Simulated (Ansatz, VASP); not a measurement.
**One calculation of CoO, two programs**

```
Co O
1.0
     3.19765    0.00000    0.00000
    -1.59882    2.76924    0.00000
     0.00000    0.00000    5.22871
Co O
2 2
Direct
  0.33333 0.66667 0.50336
  0.00000 0.00000 0.00347
  0.33333 0.66667 0.87156
  0.00000 0.00000 0.37161
```

Alike in both runs: task single point; functional LDA; k mesh 10 × 10 × 5; occupations gaussian, width 0.1 eV; collinear spin; Hubbard terms Co d U = 5.3 eV.

|  | VASP | Ansatz |
| --- | --- | --- |
| version | VASP 6.6.1 | Ansatz 0.2.0 |
| potentials or method | VASP PAW LDA potentials, release 64 (Co, O) | Ansatz PAW |
| plane-wave cutoff (eV) | 520 | 420 |
| valence electrons in the cell | 30 | 46 |

VASP gave:

| Property | Result |
| --- | --- |
| gap on the k mesh at the Fermi level (eV) | 1.46 |
| least direct gap on the mesh (eV) | 1.56 |
| pressure (GPa) | -4.7 |
| traceless stress, the component that is largest in VASP (GPa) | -0.05 |
| rms of the force components (eV/Å) | 0.108 |
| net moment per atom (μB) | 0.00 |
| size of the moment on the site where the two differ most (μB) | 2.68 |

**Question.** Estimate Ansatz's values.

**Answer.** gap on the k mesh at the Fermi level (eV): 1.32; least direct gap on the mesh (eV): 1.42; pressure (GPa): -0.7; traceless stress, the component that is largest in VASP (GPa): 0.27; rms of the force components (eV/Å): 0.098; net moment per atom (μB): 0.00; size of the moment on the site where the two differ most (μB): 2.40.

LDA's correlation is that of Perdew and Zunger in VASP and of Perdew and Wang (1992) in Ansatz. Site moments also hang on the region over which each program counts them. The programs project onto different local orbitals, so the same U acts differently, and such runs can settle in different states. Atom by atom the forces differ by 0.010 eV/Å (rms over components). VASP's potentials hold 30 valence electrons a cell and Ansatz's 46, so a difference there can come from the potentials and not from the codes.

Noted on Ansatz's run: the magnetic or orbital state may not be the lowest; odd divisions of the mesh miss points on the zone boundary, where band edges often lie, so the gap on the mesh can be too wide.
